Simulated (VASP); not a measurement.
Set up this calculation in VASP 6.6.1, as the native input.

| Quantity | Value |
| --- | --- |
| Task | single point |
| Functional | HSE06 |
| Potentials or basis | VASP PAW PBE potentials, release 64 (Si, O, Ti_sv) |
| Cutoff | 520 eV |
| k mesh | 1 × 1 × 1 |
| Occupations | fermi-dirac, width 0.01 eV |
| Spin | no spin polarisation |
| Dipole correction | no |
| Grid for exact exchange (PRECFOCK) | Fast |
| Further INCAR settings | LREAL = Auto; ALGO = Normal; EDIFF = 1e-06; NBANDS = 164 |
| Share of exact exchange | 0.25 |
| Screening parameter | 0.2079 1/Å |

System: TiSi16O32 (a cell with a defect).

```xyz
49
Lattice="-5.0814 5.0814 7.0944 5.0814 -5.0814 7.0944 5.0814 5.0814 -7.0944" Properties=species:S:1:pos:R:3 pbc="T T T"
Si    4.0067    3.7252   -3.5647
Si    3.8908   -1.0415    3.7498
Si   -1.7819    3.5319    3.6898
Si    3.2086    3.6416    3.1537
Si   -1.2170    1.0055    5.6213
Si    3.9422    1.5389    5.3796
Si   -1.2839    6.2692    5.2596
Si   -1.1761    1.0787   11.9560
Si    1.5438   -1.1084    1.7709
Si    6.4618   -1.0923    1.9662
Si    0.9063    3.9972    2.0786
Si    1.4303   -1.3190    8.4198
Si    1.1732    1.4122   -0.1016
Si    6.5827    1.1071   -0.2749
Si    1.3198    6.3857    0.2506
Si    1.5285    1.4797    7.2566
O     5.4386    3.5716   -4.2981
O     5.4224   -0.9130    3.2037
O    -0.6546    3.5559    2.5381
O     4.9224    3.8968    1.0263
O     5.2954    1.3745   -1.2560
O     5.3281   -3.7590    5.6777
O     0.1182    1.4365    6.4236
O     5.3887    1.6891    6.1373
O     4.1871    4.7189   -2.2897
O     3.7211   -0.0500    5.0267
O    -1.6674    4.7856    4.7633
O     4.0206    5.0187    3.7287
O     1.0848    2.8002    0.7842
O     7.0470    2.4515    0.5058
O     1.9379    7.7585    0.8746
O     1.2739    2.4621    8.5292
O     1.0107    0.0897    0.8021
O     6.1162   -0.0476    0.7718
O     0.5568    5.4831    1.3641
O     2.0687    0.0453    7.7963
O     2.8636   -0.5884    2.5572
O     7.9717   -0.7730    2.5067
O     1.5823    3.7821    3.6063
O     1.8567   -1.4807    9.9985
O     2.7844    1.6437   -0.5592
O     7.8555    0.6258   -1.1488
O     2.6636    5.5821   -0.3866
O     2.7311    2.0691    6.3394
O    -1.7535    2.1831    4.6446
O     3.9371    2.4247    4.0384
O    -1.5473    7.3409    4.0678
O    -1.5583    2.5196   11.2855
Ti    3.1663    3.5075    0.6589
```

The input as run:

POSCAR

```
TiSi16O32
1.0
   -5.0813926894      5.0813926894      7.0944098913
    5.0813926894     -5.0813926894      7.0944098913
    5.0813926894      5.0813926894     -7.0944098913
Si O Ti
16 32 1
Direct
    0.1153185579      0.1430229990      0.7608043081
    0.1617957851      0.6471256035      0.2803704672
    0.6075843542      0.0847158457      0.1722066150
    0.5805953642      0.5379839051      0.6740469118
    0.4951190784      0.2764256113     -0.0208062149
    0.5305715043      0.7670470349      0.5393261313
    0.9875686047      0.2443505500      0.4905462237
    0.9487740559      0.7269072391     -0.0095863951
    0.0157440893      0.2767096054      0.0428413797
    0.0310890688      0.7744049549      0.5283470483
    0.5398157439      0.2356769411      0.4825043006
    0.4636175452      0.7341506177      0.0109524245
    0.1318008793      0.1082794030      0.2544022509
    0.0895570927      0.6283500517      0.7566592511
    0.6460096028      0.1475318089      0.7582116978
    0.6570339388      0.6618335321      0.2960075620
    0.0485235185      0.2322337169      0.8865947735
    0.1359471816      0.7593453453      0.4437152649
    0.5287724995      0.1144692141      0.2854858806
    0.4557724886      0.5566898877      0.8677988418
    0.0467270740      0.4325383050      0.6563097650
    0.0302742458      0.9244225003      0.1543944796
    0.5940743861      0.4643526822      0.1529860449
    0.5987479377      0.9627851577      0.6964369498
    0.3029569724      0.2506347499      0.8763335502
    0.3493444606      0.7204179368      0.3612250552
    0.8066099578      0.1716456180      0.3068344535
    0.7566252813      0.6584119297      0.8894555374
    0.3308007691      0.1620087809      0.3822782914
    0.2768748149      0.7290587779      0.9346312978
    0.8250589884      0.2523284272      0.9541087515
    0.8433858474      0.7264699963      0.3676112483
    0.0653606569      0.1559816397      0.1082826232
    0.0497087878      0.6562161423      0.5971364095
    0.6356664349      0.1509251679      0.5943180626
    0.5539287862      0.7530241134      0.2080139621
    0.1223364703      0.4620003157      0.2238774053
    0.1006083987      0.9610688414      0.7083389821
    0.6263143389      0.4098569430      0.5278397076
    0.5589831525      0.8873758159      0.0370039465
    0.1223241861      0.2345650622      0.4357179274
   -0.0193885217      0.6919962231      0.8345435897
    0.5220242143      0.2348511915      0.8113631450
    0.6503821775      0.7155204978      0.4723267588
    0.5421578801      0.1548071548      0.0422754963
    0.5232015168      0.6720210496      0.6259910071
    1.0090189602      0.1344426426      0.5700801133
    1.0433034247      0.6420446080      0.0945906774
    0.3915715215      0.3580003709      0.6566972300
```

INCAR.step1

```
SYSTEM = TiSi16O32
PREC = Accurate ; ENCUT = 520
EDIFF = 1E-5 ; ISMEAR = -1
SIGMA = 0.01 ; LREAL = Auto
LASPH = .TRUE. ; NELM = 120
ALGO = Normal ; ISIF = 2
LWAVE = .TRUE. ; LCHARG = .FALSE.
NBANDS = 164 ; GGA = PE
GGA_COMPAT = .FALSE.
```

INCAR.step2

```
SYSTEM = TiSi16O32
PREC = Accurate ; ENCUT = 520
EDIFF = 1E-6 ; ISMEAR = -1
SIGMA = 0.01 ; LREAL = Auto
LASPH = .TRUE. ; NELM = 120
ALGO = Normal ; ISIF = 2
LWAVE = .FALSE. ; LCHARG = .FALSE.
GGA = PE ; LHFCALC = .TRUE.
HFSCREEN = 0.2079 ; PRECFOCK = Fast
NBANDS = 164 ; ISTART = 1
GGA_COMPAT = .FALSE.
```

KPOINTS

```
Automatic mesh
0
G
  1 1 1
  0 0 0
```

Potentials or basis: VASP PAW PBE potentials, release 64 (Si, O, Ti_sv).

Command:

```bash
$ cat potpaw_PBE.64/Si/POTCAR potpaw_PBE.64/O/POTCAR potpaw_PBE.64/Ti_sv/POTCAR > POTCAR
$ cp INCAR.step1 INCAR
$ mpirun -np 1 vasp_gam > vasp.out
$ cp INCAR.step2 INCAR
$ mpirun -np 1 vasp_gam > vasp.out
```

Results of the run:

The pressure is -5.7 GPa and the largest force is 0.695 eV/Å. The band gap on the k mesh is 2.43 eV.

Caveat: the k points lie up to 0.76 Å⁻¹ apart; the PAW data sets were made with another functional, which shifts forces and pressure a little.

It took 28 min on 1 thread of Intel Xeon 8259CL (shared host), peak memory 1.2 GiB.
